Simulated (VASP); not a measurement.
Crystal: BiTe.

```xyz
2
Lattice="2.4064 1.3894 3.2950 -2.4064 1.3894 3.2950 0.0000 -2.7787 3.2950" Properties=species:S:1:pos:R:3 pbc="T T T"
Bi    0.0000    0.0000    4.9425
Te    0.0000    0.0000    0.0000
```

Base run:

- Program: VASP 6.6.1
- Functional: r2SCAN
- Potentials or basis: VASP PAW PBE potentials, release 64 (Bi_d, Te)
- Cutoff: 520 eV
- k mesh: 7 × 7 × 7
- Occupations: fermi-dirac, width 0.05 eV
- Spin: no spin polarisation

Its results: pressure 0.4 GPa.

Task: The run is repeated on the same cell with these changes: functional from r2SCAN to PBEsol; further incar settings from ALGO = Normal; EDIFF = 1e-06; NBANDS = 18 to ALGO = Normal; EDIFF = 1e-07; NBANDS = 18. What comes out?

Result: Pressure -1.4 GPa.

Caveats: the PAW data sets were made with another functional, which shifts forces and pressure a little.
